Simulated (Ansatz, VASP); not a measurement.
## One calculation of Au, two programs

```xyz
2
Lattice="-1.6211 1.6211 1.6211 1.6211 -1.6211 1.6211 3.2421 3.2421 0.0000" Properties=species:S:1:pos:R:3 pbc="T T T"
Au    0.0000    0.0000   -0.2250
Au    1.6211    1.6211    1.8461
```

Change from the starting cell: mode 5 (92.8 1/cm) frozen in, largest displacement +0.225 Å.

Alike in both runs: task single point; functional PBEsol; k mesh 22 × 22 × 14; occupations gaussian, width 0.15 eV; no spin polarisation.

|  | VASP | Ansatz |
| --- | --- | --- |
| version | VASP 6.6.1 | Ansatz 0.2.0 |
| potentials or method | VASP PAW PBE potentials, release 64 (Au), cutoff 520 eV | scalar-relativistic, plane waves, PAW |
| valence electrons in the cell | 22 | 38 |

|  | VASP | Ansatz | Ansatz less VASP |
| --- | --- | --- | --- |
| gap on the k mesh at the Fermi level (eV) | none | none | - |
| pressure (GPa) | 6.9 | 7.2 | +0.28 |
| traceless stress, the component that is largest in VASP (GPa) | 10.03 | 10.07 | +0.032 |
| rms of the force components (eV/Å) | 0.794 | 0.798 | +0.0035 |

VASP's potentials were made for PBE, not for PBEsol. Atom by atom the forces differ by 0.003 eV/Å (rms over components). A gap of «none» marks a metal or a gap that the smearing closes. VASP's potentials hold 22 valence electrons a cell and Ansatz's 38, so a difference there can come from the potentials and not from the codes.

Neither program's run includes spin-orbit coupling.
